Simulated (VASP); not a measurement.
# Na3Al (Fm-3m) in VASP: a series of runs

Na3Al is run at these levels: PBE; tasks: single point.

Everything below comes from runs of VASP 6.6.1. Logs are shortened: lines on timing, memory, paths and dates and some standing lists are left out, and cuts for length are marked.

## Step 1: The cell of the first run

It takes space group Fm-3m (No. 225, cubic). The conventional cell has a = 7.717 Å, b = 7.717 Å, c = 7.717 Å, α = 90.00°, β = 90.00°, γ = 90.00°. Na (site symmetry -43m) has 10 Na at 3.34 to 3.86 Å and 4 Al at 3.34 Å within 4.4 Å. Na (site symmetry m-3m) has 8 Na at 3.34 Å and 6 Al at 3.86 Å within 4.4 Å. Within 4.4 Å of Al (site symmetry m-3m) lie 14 Na at 3.34 to 3.86 Å.

## Step 2: Single point, PBE

INCAR

```
PREC = Accurate ; ENCUT = 520
EDIFF = 1E-6 ; ISMEAR = 1
SIGMA = 0.1 ; LREAL = F
LASPH = T ; NELM = 100
ALGO = Normal ; ISIF = 2
LWAVE = F ; LCHARG = F
GGA = PE ; NBANDS = 20
```

KPOINTS

```
regular mesh
0
Gamma
  5 5 5
```

POSCAR

```
Na3Al
1.0
    0.0000000000      3.8583888722      3.8583888722
    3.8583888722      0.0000000000      3.8583888722
    3.8583888722      3.8583888722      0.0000000000
Na Al
3 1
Direct
    0.2500000000      0.2500000000      0.2500000000
    0.7500000000      0.7500000000      0.7500000000
    0.5000000000      0.5000000000      0.5000000000
    0.0000000000      0.0000000000      0.0000000000
```

Potentials or basis: VASP PAW PBE potentials, release 64 (Na_pv, Al).

Run with:

```
cat potpaw_PBE.64/Na_pv/POTCAR potpaw_PBE.64/Al/POTCAR > POTCAR
mpirun -np 1 vasp_std > vasp.out
```

OUTCAR:

```text
PREC = Accurate
   ENCUT = 520
   EDIFF = 1E-6
   ISMEAR = 1
   LREAL = F
   LASPH = T
   NELM = 100
   ISIF = 2
   GGA = PE

 ion  position               nearest neighbor table
   1  0.250  0.250  0.250-
   2  0.750  0.750  0.750-
   3  0.500  0.500  0.500-
   4  0.000  0.000  0.000-

  LATTYP: Found a face centered cubic cell.
 ALAT       =     7.7167777444

  Lattice vectors:

 A1 = (   0.0000000000,   3.8583888722,   3.8583888722)
 A2 = (   3.8583888722,   0.0000000000,   3.8583888722)
 A3 = (   3.8583888722,   3.8583888722,   0.0000000000)

Analysis of symmetry for initial positions (statically):
=====================================================================
 Subroutine PRICEL returns:
 Original cell was already a primitive cell.

 Routine SETGRP: Setting up the symmetry group for a
 face centered cubic supercell.

 Subroutine GETGRP returns: Found 48 space group operations
 (whereof 48 operations were pure point group operations)
 out of a pool of 48 trial point group operations.

The static configuration has the point symmetry O_h .

Analysis of symmetry for dynamics (positions and initial velocities):
=====================================================================
 Subroutine PRICEL returns:
 Original cell was already a primitive cell.

 Routine SETGRP: Setting up the symmetry group for a
 face centered cubic supercell.

 Subroutine GETGRP returns: Found 48 space group operations
 (whereof 48 operations were pure point group operations)
 out of a pool of 48 trial point group operations.

The dynamic configuration has the point symmetry O_h .

 Subroutine INISYM returns: Found 48 space group operations
 (whereof 48 operations are pure point group operations),
 and found     1 'primitive' translations

----------------------------------------------------------------------------------------

                                     Primitive cell

  volume of cell :     114.8809

  direct lattice vectors                    reciprocal lattice vectors
     0.000000000  3.858388872  3.858388872    -0.129587767  0.129587767  0.129587767
[... 63 lines left out ...]
   NGX,Y,Z   is equivalent  to a cutoff of  12.80, 12.80, 12.80 a.u.
   NGXF,Y,Z  is equivalent  to a cutoff of  25.59, 25.59, 25.59 a.u.
 SYSTEM =  unknown system
   PREC   = accura    normal or accurate (medium, high low for compatibility)
   ISTART =      0    job   : 0-new  1-cont  2-samecut
   ICHARG =      2    charge: 1-file 2-atom 10-const
   ISPIN  =      1    spin polarized calculation?
   LNONCOLLINEAR =      F non collinear calculations
   LSORBIT =      F    spin-orbit coupling
   LASPH  =      T    aspherical Exc in radial PAW
   ENCUT  =  520.0 eV  38.22 Ry    6.18 a.u.  10.15 10.15 10.15*2*pi/ulx,y,z
   NELM   =    100;   NELMIN=  2; NELMDL= -5     # of ELM steps
   EDIFF  = 0.1E-05   stopping-criterion for ELM
   LREAL  =      F    real-space projection
[... 7 lines left out ...]
   TEBEG  =    0.0;   TEEND  =   0.0 temperature during run
   PSTRESS=    0.0 pullay stress
   NELECT =      24.0000    total number of electrons
   NUPDOWN=      -1.0000    fix difference up-down
   EMIN   =  10.00;   EMAX   =-10.00  energy-range for DOS
   EFERMI =   0.00;   METHOD = LEGACY
   ISMEAR =     1;   SIGMA  =   0.10  broadening in eV -4-tet -1-fermi 0-gaus
   EFERMI_NEDOS =   21; number of points for ismear=-14 and -15
   IALGO  =     38    algorithm
   IMIX   =      4    mixing-type and parameters
     AMIX     =   0.40;   BMIX     =  1.00
     AMIX_MAG =   1.60;   BMIX_MAG =  1.00
  volume/ion in A,a.u.               =      28.72       193.81
  Fermi-wavevector in a.u.,A,eV,Ry     =   0.971395  1.835671 12.838573  0.943608
  Thomas-Fermi vector in A             =   2.101609
   LORBIT       =      0    0 simple, 1 ext, 2 COOP (PROOUT), +10 PAW based schemes
   GGA     = PE    functional components
   LHFCALC =     F    Hartree Fock is set to
   AEXX    =    0.0000 exact exchange contribution
   IVDW    =     0    specifies the selected vdW correction
   LEPSILON=     F    determine dielectric tensor
   LRPA    =     F    only Hartree local field effects (RPA)
 non-spin polarized calculation
 Methfessel and Paxton  Order N= 1 SIGMA  =   0.10
  energy-cutoff  :      520.00
  volume of cell :      114.88
 maximum number of plane-waves:      3119
 NGX is ok and might be reduce to    42
   NGX = 21   NGY = 21   NGZ = 21

 number of electron      24.0000019 magnetization

 Free energy of the ion-electron system (eV)
  ---------------------------------------------------
  ext. energy  EPLUGINS =         0.00000000
  ---------------------------------------------------
  free energy    TOTEN  =        -7.01281068 eV

  energy without entropy =       -7.00500307  energy(sigma->0) =       -7.01020814

 E-fermi :   1.3236     XC(G=0):  -7.4649

 val. band max:        1.2997107185   @ k =   0.4000   0.2000   0.0000
 cond. band min:       1.3514251559   @ k =  -0.4000   0.4000   0.0000
 fundamental gap:      0.0517144374
 Fermi energy:         1.3236285395

 k-point     1 :       0.0000    0.0000    0.0000
  band No.  band energies     occupation
      1     -23.3637      2.00000
      2     -23.3637      2.00000
      3     -23.3637      2.00000
      4     -22.9153      2.00000
      5     -22.9153      2.00000
      6     -22.9153      2.00000
[... 219 lines left out ...]
     19       7.2729      0.00000
     20       8.9938      0.00000

------------------------ aborting loop because EDIFF is reached ----------------------------------------

  FORCE on cell =-STRESS in cart. coord.  units (eV):
  Direction    XX          YY          ZZ          XY          YZ          ZX
  --------------------------------------------------------------------------------------
  -------------------------------------------------------------------------------------
  Total       -0.1202188     -0.1202188     -0.1202188     -0.0000000      0.0000000     -0.0000000
  in kB       -1.6766211     -1.6766211     -1.6766211     -0.0000000      0.0000000     -0.0000000
  external PRESSURE =      -1.6766211 kB  Pullay stress =       0.0000000 kB

 VOLUME and BASIS-vectors are now :
 -----------------------------------------------------------------------------
  energy-cutoff  :      520.00
  volume of cell :      114.88
      direct lattice vectors                 reciprocal lattice vectors
     0.000000000  3.858388872  3.858388872    -0.129587767  0.129587767  0.129587767
     3.858388872  0.000000000  3.858388872     0.129587767 -0.129587767  0.129587767
     3.858388872  3.858388872  0.000000000     0.129587767  0.129587767 -0.129587767

 POSITION                                       TOTAL-FORCE (eV/Angst)
 -----------------------------------------------------------------------------------
      1.92919      1.92919      1.92919         0.000000     -0.000000      0.000000
      5.78758      5.78758      5.78758        -0.000000     -0.000000     -0.000000
      3.85839      3.85839      3.85839         0.000000      0.000000      0.000000
      0.00000      0.00000      0.00000         0.000000      0.000000      0.000000
 -----------------------------------------------------------------------------------
    total drift:                               -0.000000     -0.000000      0.000000

  FREE ENERGIE OF THE ION-ELECTRON SYSTEM (eV)
  ---------------------------------------------------
  free  energy   TOTEN  =        -7.0128106814 eV

  energy  without entropy=       -7.0050030694  energy(sigma->0) =       -7.01020814
```

It used 18 s of CPU time on 1 thread of AMD EPYC 7R13 Processor (Zen 3), on a shared host.

Results:

- Free energy: -7.0128 eV
- Pressure: -0.2 GPa
- Band gap on the k mesh: zero (band 12 reaches 2.46 eV, above the bottom of band 13 at 0.94 eV)

Levels at points of the mesh, in eV from the Fermi level:
| k point | band 8 | band 9 | band 10 | band 11 | band 12 | band 13 | band 14 | band 15 | band 16 | band 17 |
| --- | --- | --- | --- | --- | --- | --- | --- | --- | --- | --- |
| (0.00, 0.00, 0.00) | -24.23 | -24.23 | -5.33 | 1.13 | 1.13 | 1.13 | 1.55 | 3.28 | 3.28 | 3.28 |

## Step 3: Single point, PBE

This run uses another cell than the first one, of 29.28 Å³/atom, 1.020 times its volume.

INCAR

```
SYSTEM = Na3Al
PREC = Accurate ; ENCUT = 520
EDIFF = 1E-6 ; ISMEAR = 1
SIGMA = 0.1 ; LREAL = .False.
LASPH = .True. ; NELM = 100
ALGO = Normal ; ISIF = 2
LWAVE = .False. ; LCHARG = .False.
GGA = PE ; NBANDS = 20
```

KPOINTS

```
Automatic mesh
0
Gamma
  5 5 5
  0 0 0
```

POSCAR

```
Na3Al
1.0
    0.0000000000      3.8834440475      3.8834440475
    3.8834440475      0.0000000000      3.8834440475
    3.8834440475      3.8834440475      0.0000000000
Na Al
3 1
Direct
    0.2500000000      0.2500000000      0.2500000000
    0.7500000000      0.7500000000      0.7500000000
    0.5000000000      0.5000000000      0.5000000000
    0.0000000000      0.0000000000      0.0000000000
```

Potentials or basis: VASP PAW PBE potentials, release 64 (Na_pv, Al).

Run with:

```
cat potpaw_PBE.64/Na_pv/POTCAR potpaw_PBE.64/Al/POTCAR > POTCAR
mpirun -np 1 vasp_std > vasp.out
```

It used 17 s of CPU time on 1 thread of AMD EPYC 7R13 Processor (Zen 3), on a shared host.

Results (log left out):

| Property | Result |
| --- | --- |
| Free energy | -7.0086 eV |
| Pressure | -0.4 GPa |
| Band gap on the k mesh | zero (band 12 reaches 2.37 eV, above the bottom of band 13 at 0.87 eV) |

Levels at points of the mesh, in eV from the Fermi level:
```
           k point  band 10  band 11  band 12  band 13  band 14  band 15
(0.00, 0.00, 0.00)    -5.29     1.12     1.12     1.12     1.46     3.25
```

## Step 4: Single point, PBE

This run uses another cell than the first one, of 29.85 Å³/atom, 1.039 times its volume.

INCAR

```
SYSTEM = Na3Al
ALGO     = Normal         ! electronic algorithm
EDIFF    = 1E-7           ! SCF threshold, eV
ENCUT    = 520            ! plane-wave cutoff, eV
GGA      = PE             ! functional
ISIF     = 2              ! what is computed and relaxed
ISMEAR   = 1              ! smearing method
LASPH    = .True.         ! aspherical terms in the spheres
LCHARG   = .False.        ! write CHGCAR
LREAL    = .False.        ! projectors in reciprocal space
LWAVE    = .False.        ! write WAVECAR
NBANDS   = 20             ! bands
NELM     = 60             ! most SCF steps
PREC     = Accurate       ! precision mode
SIGMA    = 0.1            ! smearing width, eV
```

KPOINTS

```
k-points
0
Gamma
  5 5 5
  0 0 0
```

POSCAR

```
Na3Al
1.0
    0.0000000000      3.9081800268      3.9081800268
    3.9081800268      0.0000000000      3.9081800268
    3.9081800268      3.9081800268      0.0000000000
Na Al
3 1
Direct
    0.2500000000      0.2500000000      0.2500000000
    0.7500000000      0.7500000000      0.7500000000
    0.5000000000      0.5000000000      0.5000000000
    0.0000000000      0.0000000000      0.0000000000
```

Run with:

```
cat potpaw_PBE.64/Na_pv/POTCAR potpaw_PBE.64/Al/POTCAR > POTCAR
mpirun -np 1 vasp_std > vasp.out
```

It used 19 s of CPU time on 1 thread of AMD EPYC 7R13 Processor (Zen 3), with other jobs on the host.

The run converged. Its results:

- Free energy: -7.0009 eV
- Pressure: -0.7 GPa
- Band gap on the k mesh: zero (band 12 reaches 2.28 eV, above the bottom of band 13 at 0.80 eV)

Levels at points of the mesh, in eV from the Fermi level:
| k point | band 8 | band 9 | band 10 | band 11 | band 12 | band 13 | band 14 | band 15 | band 16 | band 17 |
| --- | --- | --- | --- | --- | --- | --- | --- | --- | --- | --- |
| (0.00, 0.00, 0.00) | -24.27 | -24.27 | -5.24 | 1.10 | 1.10 | 1.10 | 1.37 | 3.22 | 3.22 | 3.22 |

## Step 5: The runs side by side

```csv
cell,gap on the mesh (eV),pressure (GPa)
"a = 5.457 Å, angles 60.0°, 4 atoms",none,-0.2
"a = 5.492 Å, angles 60.0°, 4 atoms",none,-0.4
"a = 5.527 Å, angles 60.0°, 4 atoms",none,-0.7
```

Alike in all rows: task single point; level PBE; potentials or basis VASP PAW PBE potentials, release 64 (Na_pv, Al); no spin polarisation; k mesh 5 × 5 × 5; cutoff (eV) 520; smearing methfessel-paxton 0.1 eV.

Total energies depend on the potentials used, so only differences within one code and one set of settings carry meaning.
